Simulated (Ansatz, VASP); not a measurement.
## One calculation of Ba2Ti3O8, two programs

```
CELL_PARAMETERS angstrom
3.96987 0.00000 0.00000
0.00000 3.96987 0.00000
0.00000 0.00000 22.93974
ATOMIC_POSITIONS crystal
Ti 0.00000 0.00000 0.32694
Ti 0.00000 0.00000 0.50000
Ti 0.00000 0.00000 0.67306
O 0.50000 0.00000 0.32694
O 0.00000 0.50000 0.32694
O 0.00000 0.00000 0.41347
O 0.50000 0.00000 0.50000
O 0.00000 0.50000 0.50000
O 0.00000 0.00000 0.58653
O 0.50000 0.00000 0.67306
O 0.00000 0.50000 0.67306
Ba 0.50000 0.50000 0.41347
Ba 0.50000 0.50000 0.58653
```

Alike in both runs: task single point; functional PBEsol; k mesh 7 × 7 × 3; occupations gaussian, width 0.05 eV; no spin polarisation.

|  | VASP | Ansatz |
| --- | --- | --- |
| version | VASP 6.6.1 | Ansatz 0.2.0 |
| potentials or method | VASP PAW PBE potentials, release 64 (Ti_sv, O, Ba_sv), cutoff 520 eV | scalar-relativistic, plane waves, PAW |
| valence electrons in the cell | 104 | 104 |

Ansatz gave:

| Property | Result |
| --- | --- |
| gap on the k mesh at the Fermi level (eV) | 1.06 |
| least direct gap on the mesh (eV) | 1.61 |
| rms of the force components (eV/Å) | 0.602 |

Question: Estimate VASP's values.

Answer: gap on the k mesh at the Fermi level (eV): 1.03; least direct gap on the mesh (eV): 1.59; rms of the force components (eV/Å): 0.592.

VASP's potentials were made for PBE, not for PBEsol. The functional is the same, so the differences come from potentials, cutoffs and numerics.

Spin-orbit coupling is off throughout.
